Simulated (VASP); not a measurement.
HfIn4SiO6:

```
CELL_PARAMETERS angstrom
5.33162 0.01593 -0.04837
-2.57933 4.88198 -0.01914
-1.51813 -1.22216 9.45525
ATOMIC_POSITIONS crystal
Hf 0.23802 0.06928 0.40279
In 0.14547 0.57471 0.87038
In 0.52445 0.72220 0.34881
In 0.57313 0.31316 0.12096
In 0.88250 0.38531 0.56415
Si 0.88112 0.94770 0.03773
O 0.26442 0.40613 0.48868
O 0.95713 0.78886 0.48788
O 0.83989 0.63938 0.98584
O 0.99055 0.00270 0.21370
O 0.13665 0.20373 0.97864
O 0.56667 0.94684 0.00044
```

* Program: VASP 6.6.1
* Task: relaxation of cell and atoms
* Functional: revPBE
* Potentials or basis: VASP PAW PBE potentials, release 64 (Hf_pv, In_d, Si, O)
* Cutoff: 600 eV
* k mesh: 6 × 6 × 3
* Occupations: fermi-dirac, width 0.05 eV
* Spin: no spin polarisation

At the start: pressure 1.4 GPa; volume 20.49 Å³/atom.

**Question.** Where does the relaxation end?

**Answer.** Over 34 steps the energy falls by 2.5 meV/atom and the volume is 21.15 Å³/atom (+3.2 %); space group P1 (No. 1, to 0.1 Å) before and after.

The path:
```tsv
step	energy change (eV)	largest force (eV/Å)	pressure (GPa)	volume (Å³)
1	0.0000	0.1448	1.43	245.86
2	-0.0088	0.5236	-0.89	252.42
3	-0.0184	0.3063	0.05	249.63
4	-0.0248	0.2197	0.04	251.50
5	-0.0251	0.1593	0.05	251.18
6	-0.0270	0.0805	0.05	251.84
7	-0.0270	0.0802	0.03	251.84
8	-0.0280	0.0547	0.04	252.26
9	-0.0282	0.1265	0.04	252.52
10	-0.0289	0.0753	0.01	252.81
11	-0.0293	0.0523	-0.02	253.25
12	-0.0294	0.0323	-0.01	253.26
13	-0.0295	0.0462	0.00	253.27
14	-0.0295	0.1034	0.02	253.28
15	-0.0296	0.0653	0.01	253.27
16	-0.0297	0.0545	0.01	253.28
17	-0.0299	0.0329	0.01	253.32
18	-0.0299	0.0536	0.02	253.38
19	-0.0300	0.0243	0.03	253.35
20	-0.0300	0.0202	0.01	253.40
21	-0.0301	0.0412	-0.01	253.52
22	-0.0301	0.0267	0.00	253.48
23	-0.0301	0.0219	0.00	253.52
24	-0.0302	0.0163	0.00	253.57
25	-0.0302	0.0298	0.01	253.68
26	-0.0303	0.0159	-0.01	253.73
27	-0.0303	0.0192	-0.01	253.77
28	-0.0303	0.0160	-0.01	253.77
29	-0.0304	0.0112	0.00	253.74
30	-0.0304	0.0121	0.01	253.74
31	-0.0304	0.0113	0.00	253.76
32	-0.0304	0.0136	0.00	253.76
33	-0.0304	0.0105	0.01	253.77
34	-0.0305	0.0091	0.01	253.78
```

Final structure:
```
CELL_PARAMETERS angstrom
5.38083 0.02138 -0.05171
-2.59836 4.93771 -0.02388
-1.53825 -1.24960 9.55870
ATOMIC_POSITIONS crystal
Hf 0.23513 0.06828 0.40161
In 0.14488 0.57499 0.87096
In 0.52389 0.72063 0.35034
In 0.57193 0.31425 0.11989
In 0.88181 0.38697 0.56279
Si 0.88216 0.94812 0.03879
O 0.26063 0.40186 0.48643
O 0.96012 0.79127 0.48694
O 0.83996 0.64170 0.98617
O 0.99528 0.00224 0.21361
O 0.13448 0.20153 0.97946
O 0.56973 0.94816 0.00301
```

Caveat: the PAW data sets were made with another functional, which shifts forces and pressure a little.
